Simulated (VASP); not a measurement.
# Re (P6_3/mmc) in VASP: notebook

Re is run at these levels: LDA, r2SCAN+D4, r2SCAN; tasks: single point, relaxation of cell and atoms.

All numbers are computed with VASP 6.6.1; they aren't measurements. Logs are shortened: lines on timing, memory, paths and dates and some standing lists are left out, and cuts for length are marked.

### Step 1. The cell of the first run

It takes space group P6_3/mmc (No. 194, hexagonal). Conventional cell: a = 2.738 Å, b = 2.738 Å, c = 4.411 Å, α = 90.00°, β = 90.00°, γ = 120.00°. Re (site symmetry -6m2) has 12 Re at 2.71 to 2.74 Å within 3.6 Å.

### Step 2. Single point, LDA

Input file INCAR:

```
SYSTEM = Re
PREC     = Accurate       ! precision mode
ENCUT    = 520            ! plane-wave cutoff, eV
EDIFF    = 1E-7           ! SCF threshold, eV
ISMEAR   = 1              ! smearing method
SIGMA    = 0.1            ! smearing width, eV
LREAL    = .False.        ! projectors in reciprocal space
LASPH    = .True.         ! aspherical terms in the spheres
NELM     = 100            ! most SCF steps
ALGO     = Normal         ! electronic algorithm
ISIF     = 2              ! what is computed and relaxed
LWAVE    = .False.        ! write WAVECAR
LCHARG   = .False.        ! write CHGCAR
NBANDS   = 14             ! bands
```

Input file KPOINTS:

```
regular mesh
0
Gamma
  13 13 7
  0 0 0
```

Input file POSCAR:

```
Re
1.0
    2.7384900529      0.0000000000      0.0000000000
   -1.3692450265      2.3716019538      0.0000000000
    0.0000000000      0.0000000000      4.4110171504
Re
2
Direct
    0.3333333333      0.6666666667      0.2500000000
    0.6666666667      0.3333333333      0.7500000000
```

Potentials or basis: VASP PAW LDA potentials, release 64 (Re).

On the command line:

```sh
$ cat potpaw_LDA.64/Re/POTCAR > POTCAR
$ mpirun -np 1 vasp_std > vasp.out
```

OUTCAR:

```text
SYSTEM = Re
   PREC = Accurate
   ENCUT = 520
   EDIFF = 1E-7
   ISMEAR = 1
   LREAL = .False.
   LASPH = .True.
   NELM = 100
   ISIF = 2

 ion  position               nearest neighbor table
   1  0.333  0.667  0.250-   2 2.71   2 2.71   2 2.71   2 2.71   2 2.71   2 2.71
   2  0.667  0.333  0.750-   1 2.71   1 2.71   1 2.71   1 2.71   1 2.71   1 2.71

  LATTYP: Found a hexagonal cell.
 ALAT       =     2.7384900529
 C/A-ratio  =     1.6107479177

  Lattice vectors:

 A1 = (   2.7384900529,   0.0000000000,   0.0000000000)
 A2 = (  -1.3692450265,   2.3716019538,   0.0000000000)
 A3 = (   0.0000000000,   0.0000000000,   4.4110171504)

Analysis of symmetry for initial positions (statically):
=====================================================================
 Subroutine PRICEL returns:
 Original cell was already a primitive cell.

 Routine SETGRP: Setting up the symmetry group for a
 hexagonal supercell.

 Subroutine GETGRP returns: Found 24 space group operations
 (whereof 12 operations were pure point group operations)
 out of a pool of 24 trial point group operations.

The static configuration has the point symmetry D_3d.
 The point group associated with its full space group is D_6h.

Analysis of symmetry for dynamics (positions and initial velocities):
=====================================================================
 Subroutine PRICEL returns:
 Original cell was already a primitive cell.

 Routine SETGRP: Setting up the symmetry group for a
 hexagonal supercell.

 Subroutine GETGRP returns: Found 24 space group operations
 (whereof 12 operations were pure point group operations)
 out of a pool of 24 trial point group operations.

The dynamic configuration has the point symmetry D_3d.
 The point group associated with its full space group is D_6h.

 Subroutine INISYM returns: Found 24 space group operations
 (whereof 12 operations are pure point group operations),
 and found     1 'primitive' translations

----------------------------------------------------------------------------------------

                                     Primitive cell

  volume of cell :      28.6478

  direct lattice vectors                    reciprocal lattice vectors
     2.738490053  0.000000000  0.000000000     0.365164737  0.210827959  0.000000000
    -1.369245027  2.371601954  0.000000000     0.000000000  0.421655918  0.000000000
     0.000000000  0.000000000  4.411017150     0.000000000  0.000000000  0.226705081

  length of vectors
     2.738490053  2.738490053  4.411017150     0.421655918  0.421655918  0.226705081

  position of ions in fractional coordinates (direct lattice)
     0.333333333  0.666666667  0.250000000
     0.666666667  0.333333333  0.750000000

  ion indices of the primitive-cell ions
   primitive index   ion index
                 1           1
                 2           2

----------------------------------------------------------------------------------------

 KPOINTS: regular mesh

Automatic generation of k-mesh.
 Grid dimensions read from file:
 generate k-points for:   13   13    7

 Generating k-lattice:

  Cartesian coordinates                     Fractional coordinates (reciprocal lattice)
     0.028089595  0.016217535  0.000000000     0.076923077 -0.000000000  0.000000000
     0.000000000  0.032435071  0.000000000     0.000000000  0.076923077  0.000000000
     0.000000000  0.000000000  0.032386440     0.000000000  0.000000000  0.142857143

  Length of vectors
     0.032435071  0.032435071  0.032386440

  Shift w.r.t. Gamma in fractional coordinates (k-lattice)
     0.000000000  0.000000000  0.000000000

 Subroutine IBZKPT returns following result:
 ===========================================

 Found     84 irreducible k-points:

 Following reciprocal coordinates:
            Coordinates               Weight
  0.000000  0.000000  0.000000      1.000000
  0.076923  0.000000  0.000000      6.000000
  0.153846  0.000000  0.000000      6.000000
  0.230769  0.000000  0.000000      6.000000
  0.307692  0.000000  0.000000      6.000000
  0.384615  0.000000  0.000000      6.000000
[... 16 lines left out ...]
  0.076923  0.000000  0.142857     12.000000
  0.153846  0.000000  0.142857     12.000000
 [... further k-points ...]
   k-points           NKPTS =     84   k-points in BZ     NKDIM =     84   number of bands    NBANDS=     14
   number of dos      NEDOS =    301   number of ions     NIONS =      2
   total plane-waves  NPLWV =  14400
   dimension x,y,z NGX =    20 NGY =   20 NGZ =   36
   dimension x,y,z NGXF=    40 NGYF=   40 NGZF=   72
   ions per type =               2
   NGX,Y,Z   is equivalent  to a cutoff of  12.14, 12.14, 13.57 a.u.
   NGXF,Y,Z  is equivalent  to a cutoff of  24.28, 24.28, 27.14 a.u.
 SYSTEM =  Re
   PREC   = accura    normal or accurate (medium, high low for compatibility)
   ISTART =      0    job   : 0-new  1-cont  2-samecut
   ICHARG =      2    charge: 1-file 2-atom 10-const
   ISPIN  =      1    spin polarized calculation?
   LNONCOLLINEAR =      F non collinear calculations
   LSORBIT =      F    spin-orbit coupling
   LASPH  =      T    aspherical Exc in radial PAW
   ENCUT  =  520.0 eV  38.22 Ry    6.18 a.u.   5.09  5.09  8.20*2*pi/ulx,y,z
   NELM   =    100;   NELMIN=  2; NELMDL= -5     # of ELM steps
   EDIFF  = 0.1E-06   stopping-criterion for ELM
   LREAL  =      F    real-space projection
   EDIFFG = 0.1E-05   stopping-criterion for IOM
   NSW    =      0    number of steps for IOM
   IBRION =     -1    ionic relax: 0-MD 1-quasi-New 2-CG
   NFREE  =      0    steps in history (QN), initial steepest desc. (CG)
   ISIF   =      2    stress and relaxation
   ISYM   =      2    0-nonsym 1-usesym 2-fastsym
   POTIM  = 0.5000    time-step for ionic-motion
   TEBEG  =    0.0;   TEEND  =   0.0 temperature during run
   PSTRESS=    0.0 pullay stress
   NELECT =      14.0000    total number of electrons
   NUPDOWN=      -1.0000    fix difference up-down
   EMIN   =  10.00;   EMAX   =-10.00  energy-range for DOS
   EFERMI =   0.00;   METHOD = LEGACY
   ISMEAR =     1;   SIGMA  =   0.10  broadening in eV -4-tet -1-fermi 0-gaus
   EFERMI_NEDOS =   21; number of points for ismear=-14 and -15
   IALGO  =     38    algorithm
   IMIX   =      4    mixing-type and parameters
     AMIX     =   0.40;   BMIX     =  1.00
     AMIX_MAG =   1.60;   BMIX_MAG =  1.00
  volume/ion in A,a.u.               =      14.32        96.66
  Fermi-wavevector in a.u.,A,eV,Ry     =   1.289497  2.436796 22.623795  1.662802
  Thomas-Fermi vector in A             =   2.421386
   LORBIT       =      0    0 simple, 1 ext, 2 COOP (PROOUT), +10 PAW based schemes
   GGA     = CA    functional components
   LHFCALC =     F    Hartree Fock is set to
   AEXX    =    0.0000 exact exchange contribution
   IVDW    =     0    specifies the selected vdW correction
   LEPSILON=     F    determine dielectric tensor
   LRPA    =     F    only Hartree local field effects (RPA)
 non-spin polarized calculation
 Methfessel and Paxton  Order N= 1 SIGMA  =   0.10
  energy-cutoff  :      520.00
  volume of cell :       28.65
 maximum number of plane-waves:       782
   NGX = 11   NGY = 11   NGZ = 17

 number of electron      14.0000001 magnetization

 Free energy of the ion-electron system (eV)
  ---------------------------------------------------
  ext. energy  EPLUGINS =         0.00000000
  ---------------------------------------------------
  free energy    TOTEN  =       -27.53088217 eV

  energy without entropy =      -27.53087321  energy(sigma->0) =      -27.53087918

 E-fermi :   8.1637     XC(G=0): -13.9858

 val. band max:        8.1557236095   @ k =   0.1538   0.0769   0.0000
 cond. band min:       8.1908144871   @ k =   0.1538   0.0769   0.1429
 fundamental gap:      0.0350908776
 Fermi energy:         8.1636978812

 k-point     1 :       0.0000    0.0000    0.0000
  band No.  band energies     occupation
      1      -1.7883      2.00000
      2       1.3858      2.00000
      3       6.5129      2.00000
      4       6.5129      2.00000
      5       6.5511      2.00000
      6       7.3942      2.00000
      7       7.3942      2.00000
      8       8.3315     -0.03899
      9       8.3315     -0.03899
     10       9.0233     -0.00000
     11      11.6654      0.00000
     12      11.6654      0.00000
     13      18.6136      0.00000
     14      22.4222      0.00000

 k-point     2 :       0.0769    0.0000    0.0000
  band No.  band energies     occupation
      1      -1.5387      2.00000
      2       1.6190      2.00000
      3       5.9775      2.00000
      4       6.7431      2.00000
      5       7.0001      2.00000
      6       7.2290      2.00000
      7       7.6120      2.00000
      8       7.8233      2.00002
      9       8.1388      1.40728
     10       8.4555     -0.00029
     11      11.7989      0.00000
     12      12.7558      0.00000
     13      18.6078      0.00000
     14      22.9804      0.00000

 k-point     3 :       0.1538    0.0000    0.0000
  band No.  band energies     occupation
      1      -0.8339      2.00000
      2       2.2198      2.00000
      3       5.3586      2.00000
      4       6.4037      2.00000
      5       6.7474      2.00000
      6       7.4179      2.00000
      7       7.6532      2.00000
      8       7.6804      2.00000
      9       8.0603      2.05667
     10       8.2468      0.00509
     11      12.0889      0.00000
     12      14.6553      0.00000
     13      18.4869      0.00000
     14      24.3698      0.00000
[... 324 lines left out ...]
 k-point    23 :       0.0769    0.0000    0.1429
  band No.  band energies     occupation
      1      -1.2925      2.00000
      2       1.6474      2.00000
      3       5.9715      2.00000
      4       6.5951      2.00000
      5       6.6365      2.00000
      6       6.8400      2.00000
      7       7.4377      2.00000
      8       7.9133      2.00227
      9       8.5425     -0.00000
     10       8.6050     -0.00000
     11      11.7988      0.00000
     12      12.4591      0.00000
     13      19.6380      0.00000
     14      22.5058      0.00000

 k-point    24 :       0.1538    0.0000    0.1429
  band No.  band energies     occupation
      1      -0.6077      2.00000
      2       2.2705      2.00000
      3       5.4099      2.00000
      4       5.8394      2.00000
      5       6.5872      2.00000
      6       7.0850      2.00000
      7       7.4865      2.00000
      8       7.9509      2.01034
      9       8.3962     -0.00488
     10       8.5845     -0.00000
     11      12.0284      0.00000
     12      13.9278      0.00000
     13      19.5858      0.00000
     14      23.9175      0.00000

 [... further k-points ...]
[... 5 lines left out ...]
  --------------------------------------------------------------------------------------
  -------------------------------------------------------------------------------------
  Total        0.2995850      0.2995850      0.2378502     -0.0000000      0.0000000      0.0000000
  in kB       16.7547902     16.7547902     13.3021687     -0.0000000      0.0000000      0.0000000
  external PRESSURE =      15.6039164 kB  Pullay stress =       0.0000000 kB

 VOLUME and BASIS-vectors are now :
 -----------------------------------------------------------------------------
  energy-cutoff  :      520.00
  volume of cell :       28.65
      direct lattice vectors                 reciprocal lattice vectors
     2.738490053  0.000000000  0.000000000     0.365164737  0.210827959  0.000000000
    -1.369245027  2.371601954  0.000000000     0.000000000  0.421655918  0.000000000
     0.000000000  0.000000000  4.411017150     0.000000000  0.000000000  0.226705081

 POSITION                                       TOTAL-FORCE (eV/Angst)
 -----------------------------------------------------------------------------------
     -0.00000      1.58107      1.10275        -0.000000      0.000000      0.000000
      1.36925      0.79053      3.30826         0.000000     -0.000000      0.000000
 -----------------------------------------------------------------------------------
    total drift:                               -0.000000      0.000000     -0.000000

  FREE ENERGIE OF THE ION-ELECTRON SYSTEM (eV)
  ---------------------------------------------------
  free  energy   TOTEN  =       -27.5308821661 eV

  energy  without entropy=      -27.5308732089  energy(sigma->0) =      -27.53087918
```

Wall time 12 s (1 thread of Intel Xeon 6975P-C (Granite Rapids), shared host); peak memory 0.14 GiB.

Results:

| Property | Result |
| --- | --- |
| Free energy | -27.5309 eV |
| Pressure | 1.6 GPa |
| Band gap on the k mesh | zero (band 7 reaches 9.56 eV, above the bottom of band 8 at 6.51 eV) |

Caveat: spin-orbit coupling is left out, which moves the levels of the heavy elements.

### Step 3. Single point, r2SCAN+D4

This run uses another cell than the first one, of 14.62 Å³/atom, 1.020 times its volume.

Input file POSCAR:

```
Re
1.0
    2.7543690972      0.0000000000      0.0000000000
   -1.3771845486      2.3853536096      0.0000000000
    0.0000000000      0.0000000000      4.4493449283
Re
2
Direct
    0.3333333333      0.6666666667      0.2500000000
    0.6666666667      0.3333333333      0.7500000000
```

Input file INCAR.step1:

```
SYSTEM = Re
ALGO = Normal
EDIFF = 1E-4
ENCUT = 520
GGA = PE
ISMEAR = 1
LASPH = .TRUE.
LCHARG = .FALSE.
LREAL = .FALSE.
LWAVE = .TRUE.
NBANDS = 14
NELM = 60
PREC = Accurate
SIGMA = 0.1
```

Input file INCAR.step2:

```
SYSTEM = Re
ALGO = Normal
EDIFF = 1E-6
ENCUT = 520
ISIF = 2
ISMEAR = 1
ISTART = 1
IVDW = 13
LASPH = .TRUE.
LCHARG = .FALSE.
LMIXTAU = .TRUE.
LREAL = .FALSE.
LWAVE = .FALSE.
METAGGA = R2SCAN
NBANDS = 14
NELM = 60
PREC = Accurate
SIGMA = 0.1
VDW_A1 = 0.51559235
VDW_A2 = 5.77342911
VDW_S6 = 1.0
VDW_S8 = 0.6018749
```

Input file KPOINTS:

```
k-points
0
G
  13 13 7
  0 0 0
```

Potentials or basis: VASP PAW PBE potentials, release 64 (Re).

On the command line:

```sh
$ cat potpaw_PBE.64/Re/POTCAR > POTCAR
$ cp INCAR.step1 INCAR
$ mpirun -np 1 vasp_std > vasp.out
$ cp INCAR.step2 INCAR
$ mpirun -np 1 vasp_std > vasp.out
```

Wall time 60 s (1 thread of Intel Xeon 6975P-C (Granite Rapids), shared host); peak memory 0.16 GiB.

The run converged. Its results:

```yaml
Free_energy: -105.3355 eV
Pressure: 0.1 GPa
Band_gap_on_the_k_mesh: zero (band 7 reaches 8.96 eV, above the bottom of band 8 at 6.13 eV)
Dispersion_energy_per_atom: -0.219 eV
```

Stress tensor (GPa, compression positive):
```
 0.25  0.00  0.00
 0.00  0.25  0.00
 0.00  0.00 -0.11
```

Levels at points of the mesh, in eV from the Fermi level:
```tsv
k point	band 5	band 6	band 7	band 8	band 9	band 10
(0.00, 0.00, 0.00)	-1.60	-0.73	-0.73	0.27	0.27	0.61
```

Caveat: the PAW data sets were made with another functional, which shifts forces and pressure a little; spin-orbit coupling is left out, which moves the levels of the heavy elements; pairwise dispersion overbinds metals, which lowers pressure and volume.

(Part 1 of 2 ends here.)
